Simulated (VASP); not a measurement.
# MgS (Niningerite) in VASP: further runs

The runs below take MgS (Niningerite) through single point, relaxation of cell and atoms, with PBEsol.

Everything below comes from runs of VASP 6.6.1. Logs are shortened: lines on timing, memory, paths and dates and some standing lists are left out, and cuts for length are marked.

## Step 1: The cell of the first run

The structure is tetragonal, space group I4/mmm (No. 139). Conventional cell: a = 3.679 Å, b = 3.679 Å, c = 5.411 Å, α = 90.00°, β = 90.00°, γ = 90.00°. Within 3.4 Å of S (site symmetry 4/mmm) lie 6 Mg at 2.60 to 2.71 Å. Mg (site symmetry 4/mmm) has 6 S at 2.60 to 2.71 Å within 3.4 Å.

## Step 2: Single point, PBEsol

INCAR reads:

```
ALGO     = Normal         # electronic algorithm
EDIFF    = 1E-6           # SCF threshold, eV
ENCUT    = 520            # plane-wave cutoff, eV
GGA      = PS             # functional
ISIF     = 2              # what is computed and relaxed
ISMEAR   = -1             # smearing method
LASPH    = True           # aspherical terms in the spheres
LCHARG   = False          # write CHGCAR
LREAL    = False          # projectors in reciprocal space
LWAVE    = False          # write WAVECAR
NBANDS   = 11             # bands
NELM     = 60             # most SCF steps
PREC     = Accurate       # precision mode
SIGMA    = 0.05           # smearing width, eV
```

KPOINTS reads:

```
k-points
0
Gamma
  9 9 9
```

POSCAR reads:

```
MgS
1.0
    0.0000000000      2.6016500000      2.7057160000
    2.6016500000      0.0000000000      2.7057160000
    2.6016500000      2.6016500000      0.0000000000
S Mg
1 1
Direct
    0.5000000000      0.5000000000      0.5000000000
    0.0000000000      0.0000000000      0.0000000000
```

Potentials or basis: VASP PAW PBE potentials, release 64 (S, Mg).

On the command line:

```bash
> cat potpaw_PBE.64/S/POTCAR potpaw_PBE.64/Mg/POTCAR > POTCAR
> mpirun -np 1 vasp_std > vasp.out
```

OUTCAR:

```text
EDIFF = 1E-6
   ENCUT = 520
   GGA = PS
   ISIF = 2
   ISMEAR = -1
   LASPH = True
   LREAL = False
   NELM = 60
   PREC = Accurate

 ion  position               nearest neighbor table
   1  0.500  0.500  0.500-   2 2.60   2 2.60   2 2.60   2 2.60   2 2.71   2 2.71
   2  0.000  0.000  0.000-   1 2.60   1 2.60   1 2.60   1 2.60   1 2.71   1 2.71

  LATTYP: Found a body centered tetragonal cell.
 ALAT       =     3.6792887145
 C/A-ratio  =     1.4707821049

  Lattice vectors:

 A1 = (  -2.6016500000,   0.0000000000,   2.7057160000)
 A2 = (   2.6016500000,   0.0000000000,   2.7057160000)
 A3 = (   0.0000000000,   2.6016500000,  -2.7057160000)

Analysis of symmetry for initial positions (statically):
=====================================================================
 Subroutine PRICEL returns:
 Original cell was already a primitive cell.

 Routine SETGRP: Setting up the symmetry group for a
 body centered tetragonal supercell.

 Subroutine GETGRP returns: Found 16 space group operations
 (whereof 16 operations were pure point group operations)
 out of a pool of 16 trial point group operations.

The static configuration has the point symmetry D_4h.

Analysis of symmetry for dynamics (positions and initial velocities):
=====================================================================
 Subroutine PRICEL returns:
 Original cell was already a primitive cell.

 Routine SETGRP: Setting up the symmetry group for a
 body centered tetragonal supercell.

 Subroutine GETGRP returns: Found 16 space group operations
 (whereof 16 operations were pure point group operations)
 out of a pool of 16 trial point group operations.

The dynamic configuration has the point symmetry D_4h.

 Subroutine INISYM returns: Found 16 space group operations
 (whereof 16 operations are pure point group operations),
 and found     1 'primitive' translations

----------------------------------------------------------------------------------------

                                     Primitive cell

  volume of cell :      36.6277

  direct lattice vectors                    reciprocal lattice vectors
     0.000000000  2.601650000  2.705716000    -0.192185728  0.192185728  0.184793970
     2.601650000  0.000000000  2.705716000     0.192185728 -0.192185728  0.184793970
     2.601650000  2.601650000  0.000000000     0.192185728  0.192185728 -0.184793970

  length of vectors
     3.753595849  3.753595849  3.679288715     0.328663231  0.328663231  0.328663231

  position of ions in fractional coordinates (direct lattice)
[... 8 lines left out ...]
----------------------------------------------------------------------------------------

 KPOINTS: k-points

Automatic generation of k-mesh.
 Grid dimensions read from file:
 generate k-points for:    9    9    9

 Generating k-lattice:

  Cartesian coordinates                     Fractional coordinates (reciprocal lattice)
    -0.021353970  0.021353970  0.020532663     0.111111111 -0.000000000  0.000000000
     0.021353970 -0.021353970  0.020532663    -0.000000000  0.111111111  0.000000000
     0.021353970  0.021353970 -0.020532663     0.000000000  0.000000000  0.111111111

  Length of vectors
     0.036518137  0.036518137  0.036518137

  Shift w.r.t. Gamma in fractional coordinates (k-lattice)
     0.000000000  0.000000000  0.000000000

 Subroutine IBZKPT returns following result:
 ===========================================

 Found     75 irreducible k-points:

 Following reciprocal coordinates:
            Coordinates               Weight
  0.000000  0.000000  0.000000      1.000000
  0.111111 -0.000000  0.000000      8.000000
  0.222222 -0.000000  0.000000      8.000000
  0.333333  0.000000  0.000000      8.000000
  0.444444 -0.000000  0.000000      8.000000
  0.111111  0.111111  0.000000      2.000000
[... 16 lines left out ...]
 -0.333333  0.333333  0.000000      4.000000
  0.444444  0.444444  0.000000      2.000000
 [... further k-points ...]
   k-points           NKPTS =     75   k-points in BZ     NKDIM =     75   number of bands    NBANDS=     11
   number of dos      NEDOS =    301   number of ions     NIONS =      2
   total plane-waves  NPLWV =  21952
   dimension x,y,z NGX =    28 NGY =   28 NGZ =   28
   dimension x,y,z NGXF=    56 NGYF=   56 NGZF=   56
   ions per type =               1   1
   NGX,Y,Z   is equivalent  to a cutoff of  12.40, 12.40, 12.65 a.u.
   NGXF,Y,Z  is equivalent  to a cutoff of  24.80, 24.80, 25.30 a.u.
 SYSTEM =  unknown system
   PREC   = accura    normal or accurate (medium, high low for compatibility)
   ISTART =      0    job   : 0-new  1-cont  2-samecut
   ICHARG =      2    charge: 1-file 2-atom 10-const
   ISPIN  =      1    spin polarized calculation?
   LNONCOLLINEAR =      F non collinear calculations
   LSORBIT =      F    spin-orbit coupling
   LASPH  =      T    aspherical Exc in radial PAW
   ENCUT  =  520.0 eV  38.22 Ry    6.18 a.u.   6.98  6.98  6.84*2*pi/ulx,y,z
   NELM   =     60;   NELMIN=  2; NELMDL= -5     # of ELM steps
   EDIFF  = 0.1E-05   stopping-criterion for ELM
   LREAL  =      F    real-space projection
   EDIFFG = 0.1E-04   stopping-criterion for IOM
   NSW    =      0    number of steps for IOM
   IBRION =     -1    ionic relax: 0-MD 1-quasi-New 2-CG
[... 8 lines left out ...]
   EMIN   =  10.00;   EMAX   =-10.00  energy-range for DOS
   EFERMI =   0.00;   METHOD = LEGACY
   ISMEAR =    -1;   SIGMA  =   0.05  broadening in eV -4-tet -1-fermi 0-gaus
   EFERMI_NEDOS =   21; number of points for ismear=-14 and -15
   IALGO  =     38    algorithm
   IMIX   =      4    mixing-type and parameters
     AMIX     =   0.40;   BMIX     =  1.00
     AMIX_MAG =   1.60;   BMIX_MAG =  1.00
  volume/ion in A,a.u.               =      18.31       123.59
  Fermi-wavevector in a.u.,A,eV,Ry     =   0.985904  1.863089 13.224967  0.972008
  Thomas-Fermi vector in A             =   2.117246
   LORBIT       =      0    0 simple, 1 ext, 2 COOP (PROOUT), +10 PAW based schemes
   GGA     = PS    functional components
   LHFCALC =     F    Hartree Fock is set to
   AEXX    =    0.0000 exact exchange contribution
   IVDW    =     0    specifies the selected vdW correction
   LEPSILON=     F    determine dielectric tensor
   LRPA    =     F    only Hartree local field effects (RPA)
 non-spin polarized calculation
  energy-cutoff  :      520.00
  volume of cell :       36.63
 maximum number of plane-waves:      1002
   NGX = 13   NGY = 13   NGZ = 13

 number of electron       8.0000001 magnetization

 Free energy of the ion-electron system (eV)
  ---------------------------------------------------
  ext. energy  EPLUGINS =         0.00000000
  ---------------------------------------------------
  free energy    TOTEN  =        -9.04235482 eV

  energy without entropy =       -9.04235482  energy(sigma->0) =       -9.04235482

 E-fermi :   4.4186     XC(G=0):  -9.6734

 val. band max:        3.4325398551   @ k =   0.0000   0.0000   0.0000
 cond. band min:       6.0378531155   @ k =   0.4444   0.0000   0.4444
 fundamental gap:      2.6053132604
 Fermi energy:         4.4185749834

 k-point     1 :       0.0000    0.0000    0.0000
  band No.  band energies     occupation
      1      -9.1371      2.00000
      2       3.2750      2.00000
      3       3.2750      2.00000
      4       3.4325      2.00000
      5       6.6267      0.00000
      6      10.9510      0.00000
      7      11.3475      0.00000
      8      11.3475      0.00000
      9      13.3177      0.00000
     10      13.8604      0.00000
     11      15.3994      0.00000

 k-point     2 :       0.1111   -0.0000    0.0000
  band No.  band energies     occupation
      1      -9.0232      2.00000
      2       2.4544      2.00000
      3       3.2140      2.00000
      4       3.2960      2.00000
      5       7.3281      0.00000
      6      10.8614      0.00000
      7      11.2830      0.00000
      8      11.5632      0.00000
      9      12.7719      0.00000
     10      13.2053      0.00000
     11      15.6257      0.00000

 k-point     3 :       0.2222   -0.0000    0.0000
  band No.  band energies     occupation
      1      -8.7083      2.00000
      2       0.9433      2.00000
      3       3.0712      2.00000
      4       3.0781      2.00000
      5       7.9908      0.00000
      6      10.9286      0.00000
      7      11.1206      0.00000
      8      11.4267      0.00000
      9      13.1324      0.00000
     10      13.2347      0.00000
     11      15.0254      0.00000

 k-point     4 :       0.3333    0.0000    0.0000
  band No.  band energies     occupation
      1      -8.2875      2.00000
      2      -0.4190      2.00000
      3       2.8618      2.00000
      4       2.9256      2.00000
      5       7.8747      0.00000
      6      10.3411      0.00000
      7      10.7622      0.00000
      8      12.2595      0.00000
      9      14.5013      0.00000
     10      14.6476      0.00000
     11      14.7701      0.00000

 k-point     5 :       0.4444   -0.0000    0.0000
  band No.  band energies     occupation
      1      -7.9591      2.00000
      2      -1.2482      2.00000
      3       2.7336      2.00000
      4       2.8385      2.00000
      5       7.6829      0.00000
      6       9.9905      0.00000
      7      10.3665      0.00000
      8      12.9396      0.00000
      9      14.9172      0.00000
     10      16.6200      0.00000
     11      16.8488      0.00000
[... 211 lines left out ...]
 k-point    21 :       0.4444    0.3333    0.0000
  band No.  band energies     occupation
      1      -7.8453      2.00000
      2      -0.3649      2.00000
      3       1.5582      2.00000
      4       2.0120      2.00000
      5       6.8916      0.00000
      6       8.4941      0.00000
      7      12.8955      0.00000
      8      13.9801      0.00000
      9      15.6098      0.00000
     10      17.0712      0.00000
     11      19.6247      0.00000

 k-point    22 :      -0.4444    0.3333    0.0000
  band No.  band energies     occupation
      1      -7.6592      2.00000
      2      -0.4063      2.00000
      3       0.6094      2.00000
      4       2.0935      2.00000
      5       7.1914      0.00000
      6       9.6911      0.00000
      7      12.7840      0.00000
      8      12.9867      0.00000
      9      15.2933      0.00000
     10      17.5254      0.00000
     11      19.5052      0.00000

 k-point    23 :      -0.3333    0.3333    0.0000
  band No.  band energies     occupation
      1      -7.6527      2.00000
      2      -0.2734      2.00000
      3       0.1375      2.00000
      4       2.3363      2.00000
      5       7.7825      0.00000
      6      10.9327      0.00000
      7      12.0564      0.00000
      8      12.1545      0.00000
      9      14.8114      0.00000
     10      15.8718      0.00000
     11      19.2504      0.00000

 k-point    24 :       0.4444    0.4444    0.0000
  band No.  band energies     occupation
      1      -7.7167      2.00000
      2      -0.6546      2.00000
      3       1.8522      2.00000
      4       1.8522      2.00000
      5       6.2110      0.00000
      6       7.8365      0.00000
      7      14.2276      0.00000
      8      15.8889      0.00000
      9      16.0758      0.00000
     10      16.0758      0.00000
     11      19.4674      0.00000

 [... further k-points ...]
[... 5 lines left out ...]
  --------------------------------------------------------------------------------------
  -------------------------------------------------------------------------------------
  Total       -0.5943345     -0.5943345     -1.2918699      0.0000000     -0.0000000      0.0000000
  in kB      -25.9974996    -25.9974996    -56.5092340      0.0000000     -0.0000000      0.0000000
  external PRESSURE =     -36.1680777 kB  Pullay stress =       0.0000000 kB

 VOLUME and BASIS-vectors are now :
 -----------------------------------------------------------------------------
  energy-cutoff  :      520.00
  volume of cell :       36.63
      direct lattice vectors                 reciprocal lattice vectors
     0.000000000  2.601650000  2.705716000    -0.192185728  0.192185728  0.184793970
     2.601650000  0.000000000  2.705716000     0.192185728 -0.192185728  0.184793970
     2.601650000  2.601650000  0.000000000     0.192185728  0.192185728 -0.184793970

 POSITION                                       TOTAL-FORCE (eV/Angst)
 -----------------------------------------------------------------------------------
      2.60165      2.60165      2.70572        -0.000000     -0.000000      0.000000
      0.00000      0.00000      0.00000         0.000000      0.000000      0.000000
 -----------------------------------------------------------------------------------
    total drift:                                0.000000      0.000000      0.000000

  FREE ENERGIE OF THE ION-ELECTRON SYSTEM (eV)
  ---------------------------------------------------
  free  energy   TOTEN  =        -9.0423548185 eV

  energy  without entropy=       -9.0423548185  energy(sigma->0) =       -9.04235482
```

Wall time 18 s (1 thread of Intel Xeon 6975P-C, shared host); peak memory 0.17 GiB.

Results:

```yaml
Free_energy: -9.0424 eV
Pressure: -3.6 GPa
Band_gap_on_the_k_mesh: 2.61 eV, indirect (least direct gap 3.19 eV)
```

Levels at points of the mesh, in eV from the valence-band top:
```tsv
k point	band 1	band 2	band 3	band 4	band 5	band 6	band 7	band 8	band 9
(0.00, 0.00, 0.00)	-12.57	-0.16	-0.16	0.00	3.19	7.52	7.92	7.92	9.89
```

Caveat: the PAW data sets were made with another functional, which shifts forces and pressure a little. A k mesh can miss the band edges.

## Step 3: Relaxation of cell and atoms, PBEsol

This run uses another cell than the first one, of 17.61 Å³/atom, 0.962 times its volume.

INCAR reads:

```
SYSTEM = MgS
PREC = Accurate
ENCUT = 600
EDIFF = 1E-6
ISMEAR = -1
SIGMA = 0.05
LREAL = .False.
LASPH = .True.
NELM = 80
ALGO = Normal
ISIF = 3
LWAVE = .False.
LCHARG = .False.
GGA = PS
IBRION = 2
NSW = 80
EDIFFG = -0.005
```

KPOINTS reads:

```
regular mesh
0
Gamma
  9 9 9
  0 0 0
```

POSCAR reads:

```
MgS
1.0
    0.0000000000      2.6016500000      2.6016500000
    2.6016500000      0.0000000000      2.6016500000
    2.6016500000      2.6016500000      0.0000000000
S Mg
1 1
Direct
    0.5000000000      0.5000000000      0.5000000000
    0.0000000000      0.0000000000      0.0000000000
```

Potentials or basis: VASP PAW PBE potentials, release 64 (S, Mg).

On the command line:

```bash
> cat potpaw_PBE.64/S/POTCAR potpaw_PBE.64/Mg/POTCAR > POTCAR
> mpirun -np 1 vasp_std > vasp.out
```

It took 24 s on 1 thread of Intel Xeon 6975P-C, shared host; peak memory 0.18 GiB.

It converged, with:

```
Free energy                            : -9.0758 eV
Relaxed volume                         : 17.36 Å³/atom
Relaxed cell                           : a = 3.662 Å, b = 3.662 Å, c = 3.662 Å, α = 60.00°, β = 60.00°, γ = 60.00°
Space group after relaxing (to 0.05 Å) : Fm-3m (No. 225)
Energy gained by relaxing              : 0.9 meV/atom
Ionic steps                            : 3
Pressure after relaxing                : 0.0 GPa
Band gap on the k mesh                 : 2.86 eV, indirect (least direct gap 3.71 eV)
```

Step by step:
```csv
step,energy change (eV),largest force (eV/Å),pressure (GPa),volume (Å³)
1,0.0000,0.0000,-1.12,35.22
2,-0.0017,0.0000,0.27,34.60
3,-0.0018,0.0000,0.00,34.71
```

Final structure:
```
S Mg
1.0
     0.00000    2.58911    2.58911
     2.58911    0.00000    2.58911
     2.58911    2.58911    0.00000
S Mg
1 1
Direct
  0.50000 0.50000 0.50000
  0.00000 0.00000 0.00000
```

Levels at points of the mesh, in eV from the valence-band top:
```csv
k point,band 1,band 2,band 3,band 4,band 5,band 6,band 7,band 8
"(0.00, 0.00, 0.00)",-12.77,0.00,0.00,0.00,3.71,7.84,7.84,7.84
```

Caveat: the PAW data sets were made with another functional, which shifts forces and pressure a little. A k mesh can miss the band edges.

## Step 4: Relaxation of cell and atoms, PBEsol, target pressure 5 GPa, at which the enthalpy is minimised

This run uses another cell than the first one, of 17.61 Å³/atom, 0.962 times its volume.

INCAR reads:

```
PREC     = Accurate       # precision mode
ENCUT    = 600            # plane-wave cutoff, eV
EDIFF    = 1E-6           # SCF threshold, eV
ISMEAR   = -1             # smearing method
SIGMA    = 0.05           # smearing width, eV
LREAL    = False          # projectors in reciprocal space
LASPH    = True           # aspherical terms in the spheres
NELM     = 100            # most SCF steps
ALGO     = Normal         # electronic algorithm
ISIF     = 3              # what is computed and relaxed
LWAVE    = False          # write WAVECAR
LCHARG   = False          # write CHGCAR
GGA      = PS             # functional
IBRION   = 2              # ionic algorithm
NSW      = 80             # ionic steps
EDIFFG   = -0.005         # ionic threshold
PSTRESS  = 50.0
```

KPOINTS reads:

```
Automatic mesh
0
Gamma
  9 9 9
```

POSCAR is that of step 3.

On the command line:

```bash
> cat potpaw_PBE.64/S/POTCAR potpaw_PBE.64/Mg/POTCAR > POTCAR
> mpirun -np 1 vasp_std > vasp.out
```

Run time: 21 s. Hardware: 1 thread of Intel Xeon 6975P-C, shared host; peak memory 0.18 GiB.

It converged, with:

```
Free energy                                            : -9.0474 eV
Relaxed volume                                         : 16.40 Å³/atom
Relaxed cell                                           : a = 3.593 Å, b = 3.593 Å, c = 3.593 Å, α = 60.00°, β = 60.00°, γ = 60.00°
Space group after relaxing (to 0.05 Å)                 : Fm-3m (No. 225)
Energy change on relaxing (the enthalpy is what falls) : +13.3 meV/atom
Ionic steps                                            : 3
Pressure after relaxing                                : 5.0 GPa
Band gap on the k mesh                                 : 2.98 eV, indirect (least direct gap 4.17 eV)
```

Step by step:
```tsv
step	energy change (eV)	largest force (eV/Å)	pressure (GPa)	volume (Å³)
1	0.0000	0.0000	-1.12	35.22
2	0.0629	0.0000	7.93	31.90
3	0.0265	0.0000	5.00	32.81
```

Final structure:
```
CELL_PARAMETERS angstrom
0.00000 2.54088 2.54088
2.54088 0.00000 2.54088
2.54088 2.54088 0.00000
ATOMIC_POSITIONS crystal
S 0.50000 0.50000 0.50000
Mg 0.00000 0.00000 0.00000
```

Levels at points of the mesh, in eV from the valence-band top:
```tsv
k point	band 2	band 3	band 4	band 5	band 6	band 7
(0.00, 0.00, 0.00)	0.00	0.00	0.00	4.17	7.80	7.80
```

Caveat: the cell is relaxed towards a set pressure, so the enthalpy falls and the energy may rise; the PAW data sets were made with another functional, which shifts forces and pressure a little.

[end of part 1 of 2]
